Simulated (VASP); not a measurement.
# Zn in VASP: further runs, part 2 of 2

VASP 6.6.1. The steps go on from the part before.

**3. Elastic constants, LDA, collinear spin, ferromagnetic start**

This run uses another cell than the first one, of the same volume but with other edges.

The input, INCAR:

```
SYSTEM = Zn
ALGO = Normal
EDIFF = 1E-8
ENCUT = 500
GGA_COMPAT = .FALSE.
IBRION = 6
ISIF = 3
ISMEAR = 1
ISPIN = 2
LASPH = .TRUE.
LCHARG = .TRUE.
LORBIT = 11
LREAL = .FALSE.
LWAVE = .FALSE.
MAGMOM = 0.5
NBANDS = 16
NELM = 200
NFREE = 2
NSW = 1
POTIM = 0.015
PREC = Accurate
SIGMA = 0.025
```

The input, KPOINTS:

```
k-points
0
G
  7 7 7
  0 0 0
```

The input, POSCAR:

```
Zn
1.0
    0.0000000000      1.9647760000      1.9647760000
    1.9647760000      0.0000000000      1.9647760000
    1.9647760000      1.9647760000      0.0000000000
Zn
1
Direct
    0.0000000000      0.0000000000      0.0000000000
```

Potentials or basis: VASP PAW LDA potentials, release 64 (Zn).

Launch:

```sh
> cat potpaw_LDA.64/Zn/POTCAR > POTCAR
> mpirun -np 1 vasp_std > vasp.out
```

OUTCAR:

```text
SYSTEM = Zn
   EDIFF = 1E-8
   ENCUT = 500
   IBRION = 6
   ISIF = 3
   ISMEAR = 1
   ISPIN = 2
   LASPH = .TRUE.
   LORBIT = 11
   LREAL = .FALSE.
   NELM = 200
   NFREE = 2
   NSW = 1
   POTIM = 0.015
   PREC = Accurate

 ion  position               nearest neighbor table
   1  0.000  0.000  0.000-

  LATTYP: Found a face centered cubic cell.
 ALAT       =     3.9295520000

  Lattice vectors:

 A1 = (   0.0000000000,   1.9647760000,   1.9647760000)
 A2 = (   1.9647760000,   0.0000000000,   1.9647760000)
 A3 = (   1.9647760000,   1.9647760000,   0.0000000000)

Analysis of symmetry for initial positions (statically):
=====================================================================
 Subroutine PRICEL returns:
 Original cell was already a primitive cell.

 Routine SETGRP: Setting up the symmetry group for a
 face centered cubic supercell.

 Subroutine GETGRP returns: Found 48 space group operations
 (whereof 48 operations were pure point group operations)
 out of a pool of 48 trial point group operations.

The static configuration has the point symmetry O_h .

Analysis of symmetry for dynamics (positions and initial velocities):
=====================================================================
 Subroutine PRICEL returns:
 Original cell was already a primitive cell.

 Routine SETGRP: Setting up the symmetry group for a
 face centered cubic supercell.

 Subroutine GETGRP returns: Found 48 space group operations
 (whereof 48 operations were pure point group operations)
 out of a pool of 48 trial point group operations.

The dynamic configuration has the point symmetry O_h .

Analysis of structural, dynamic, and magnetic symmetry:
=====================================================================
 Subroutine PRICEL returns:
 Original cell was already a primitive cell.

 Routine SETGRP: Setting up the symmetry group for a
 face centered cubic supercell.

 Subroutine GETGRP returns: Found 48 space group operations
 (whereof 48 operations were pure point group operations)
 out of a pool of 48 trial point group operations.

The overall configuration has the point symmetry O_h .

 Subroutine INISYM returns: Found 48 space group operations
 (whereof 48 operations are pure point group operations),
 and found     1 'primitive' translations

----------------------------------------------------------------------------------------

                                     Primitive cell

  volume of cell :      15.1694

  direct lattice vectors                    reciprocal lattice vectors
     0.000000000  1.964776000  1.964776000    -0.254481936  0.254481936  0.254481936
     1.964776000  0.000000000  1.964776000     0.254481936 -0.254481936  0.254481936
     1.964776000  1.964776000  0.000000000     0.254481936  0.254481936 -0.254481936

[... 136 lines left out ...]
  in kB      -87.5727259    -87.5727259    -87.5727259     -0.0000000     -0.0000000      0.0000000
  external PRESSURE =     -87.5727259 kB  Pullay stress =       0.0000000 kB
[... 90 lines left out ...]
  FREE ENERGIE OF THE ION-ELECTRON SYSTEM (eV)
  ---------------------------------------------------
  free  energy   TOTEN  =        -1.8650680323 eV

  energy  without entropy=       -1.8650849359  energy(sigma->0) =       -1.86507367

[... ionic steps 4 to 12 ...]

--------------------------------------- Ionic step       13  -------------------------------------------

 number of electron      11.9999992 magnetization      -0.0000002

 number of electron      11.9999992 magnetization       0.0000002
[... 71 lines left out ...]
 number of electron      11.9999992 magnetization       0.0000000

 number of electron      11.9999992 magnetization      -0.0000000

 Free energy of the ion-electron system (eV)
  ---------------------------------------------------
  ext. energy  EPLUGINS =         0.00000000
  ---------------------------------------------------
  free energy    TOTEN  =        -1.85465252 eV

  energy without entropy =       -1.85465252  energy(sigma->0) =       -1.85465252

 E-fermi :   2.6177     XC(G=0): -11.9112

 val. band max:        2.4630099207   @ k =  -0.4286   0.4286   0.0000
 cond. band min:       3.1526738191   @ k =   0.4286   0.0000   0.0000
 fundamental gap:      0.6896638984
 Fermi energy:         2.6177167818

 spin component 1

 k-point     1 :       0.0000    0.0000    0.0000
  band No.  band energies     occupation
      1      -7.5070      1.00000
      2      -4.8492      1.00000
      3      -4.8492      1.00000
      4      -4.8492      1.00000
      5      -4.4674      1.00000
      6      -4.4674      1.00000
[... 356 lines left out ...]
      2      -5.0460      1.00000
      3      -4.8007      1.00000
      4      -4.4369      1.00000
      5      -4.1574      1.00000
      6       3.7739      0.00000
[... 8 lines left out ...]
     15      39.7951      0.00000
     16      42.5985      0.00000
 Fermi energy:         2.6177167818

 spin component 2

 k-point     1 :       0.0000    0.0000    0.0000
  band No.  band energies     occupation
      1      -7.5070      1.00000
      2      -4.8492      1.00000
      3      -4.8492      1.00000
      4      -4.8492      1.00000
      5      -4.4674      1.00000
      6      -4.4674      1.00000
[... 397 lines left out ...]
  FREE ENERGIE OF THE ION-ELECTRON SYSTEM (eV)
  ---------------------------------------------------
  free  energy   TOTEN  =        -1.8546525195 eV

  energy  without entropy=       -1.8546525195  energy(sigma->0) =       -1.85465252

 INTERNAL STRAIN TENSORS FROM STRAINED CELLS
 ============================================

 INTERNAL STRAIN TENSOR FOR ION    1 for displacements in x,y,z  (eV/Angst):
          X           Y           Z          XY          YZ          ZX
  --------------------------------------------------------------------------------
  x     0.00000     0.00000     0.00000     0.00000    -0.00000    -0.00000
  y     0.00000     0.00000    -0.00000     0.00000    -0.00000     0.00000
  z     0.00000    -0.00000     0.00000    -0.00000    -0.00000     0.00000

 INTERNAL STRAIN TENSORS FROM DISPLACED ATOMS
 ============================================

 INTERNAL STRAIN TENSOR FOR ION    1 for displacements in x,y,z  (eV/Angst):
          X           Y           Z          XY          YZ          ZX
  --------------------------------------------------------------------------------
  x     0.00000     0.00000     0.00000     0.00000     0.00000     0.00000
  y     0.00000     0.00000     0.00000     0.00000     0.00000     0.00000
  z     0.00000     0.00000     0.00000     0.00000     0.00000     0.00000

 Eigenvectors and eigenvalues of the dynamical matrix
 ----------------------------------------------------

   1 f/i=    0.000000 THz     0.000000 2PiTHz    0.000000 cm-1     0.000000 meV
             X         Y         Z           dx          dy          dz
      0.000000  0.000000  0.000000     1.000000    0.000000    0.000000

   2 f/i=    0.000000 THz     0.000000 2PiTHz    0.000000 cm-1     0.000000 meV
             X         Y         Z           dx          dy          dz
      0.000000  0.000000  0.000000     0.000000    1.000000    0.000000

   3 f/i=    0.000000 THz     0.000000 2PiTHz    0.000000 cm-1     0.000000 meV
             X         Y         Z           dx          dy          dz
      0.000000  0.000000  0.000000     0.000000    0.000000    1.000000

--------------------------------------------------------------------------------------------------------

 ELASTIC MODULI CONTR FROM IONIC RELAXATION (kBar)
 Direction    XX          YY          ZZ          XY          YZ          ZX
 --------------------------------------------------------------------------------
 XX           0.0000      0.0000      0.0000      0.0000      0.0000      0.0000
 YY           0.0000      0.0000      0.0000      0.0000      0.0000      0.0000
 ZZ           0.0000      0.0000      0.0000      0.0000      0.0000      0.0000
 XY           0.0000      0.0000      0.0000      0.0000      0.0000      0.0000
 YZ           0.0000      0.0000      0.0000      0.0000      0.0000      0.0000
 ZX           0.0000      0.0000      0.0000      0.0000      0.0000      0.0000
 --------------------------------------------------------------------------------

 TOTAL ELASTIC MODULI (kBar)
 Direction    XX          YY          ZZ          XY          YZ          ZX
 --------------------------------------------------------------------------------
 XX        1912.9417     19.8273     19.8273      0.0000     -0.0000      0.0000
 YY          19.8273   1912.9417     19.8273     -0.0000      0.0000     -0.0000
 ZZ          19.8273     19.8273   1912.9417     -0.0000      0.0000     -0.0000
 XY           0.0000     -0.0000     -0.0000    803.2251      0.0000     -0.0000
 YZ          -0.0000      0.0000      0.0000      0.0000    803.2251      0.0000
 ZX           0.0000     -0.0000     -0.0000     -0.0000      0.0000    803.2251
 --------------------------------------------------------------------------------

 total charge

# of ion       s       p       d       tot
------------------------------------------
    1        0.610   0.427   9.726  10.763

 magnetization (x)

# of ion       s       p       d       tot
------------------------------------------
    1       -0.000   0.000  -0.000  -0.000
```

stdout:

```text
POSCAR found type information on POSCAR Zn
 POSCAR found :  1 types and       1 ions
 scaLAPACK will be used
 LDA part: xc-table for (Slater(with rela. corr.)+CA(PZ))
 , standard interpolation
 POSCAR, INCAR and KPOINTS ok, starting setup
 FFT: planning ... GRIDC
 FFT: planning ... GRID_SOFT
 FFT: planning ... GRID
 WAVECAR not read
 entering main loop
 Found     1 degrees of freedom:
 Adding 6 more for cell shape distortion
 Finite differences POTIM= 0.01500 DOF=   7
 bond charge predicted
 Finite differences progress:
 bond charge predicted
 Finite differences progress:
 bond charge predicted
 Finite differences progress:
 bond charge predicted
 Finite differences progress:
 bond charge predicted
 Finite differences progress:
 bond charge predicted
 Finite differences progress:
 bond charge predicted
 Finite differences progress:
 bond charge predicted
 Finite differences progress:
 bond charge predicted
 Finite differences progress:
 bond charge predicted
 Finite differences progress:
 bond charge predicted
 Finite differences progress:
 bond charge predicted
 Finite differences progress:
 bond charge predicted
 Finite differences progress:
 bond charge predicted
 Finite differences progress:
```

Run time: 2.1 min. Hardware: 1 thread of AMD EPYC 9R45 (Zen 5), shared host; peak memory 0.14 GiB.

What came out:

```yaml
Net_moment: 0.00 μB per cell
Valence_electrons_inside_the_program's_atomic_spheres: Zn 10.76
Elastic_constants_C11_C12_C44: 191, 2, 80 GPa
Voigt_bulk_modulus: 65 GPa
```

Elastic tensor in Voigt notation (GPa, in the Cartesian axes of the cell as first typed):
```
191   2   2   0   0   0
  2 191   2   0   0   0
  2   2 191   0   0   0
  0   0   0  80   0   0
  0   0   0   0  80   0
  0   0   0   0   0  80
```

Clamped-ion elastic tensor (GPa):
```
191   2   2   0   0   0
  2 191   2   0   0   0
  2   2 191   0   0   0
  0   0   0  80   0   0
  0   0   0   0  80   0
  0   0   0   0   0  80
```

Caveat: the k points lie up to 0.40 Å⁻¹ apart; the cell is under stress, which shifts elastic constants.
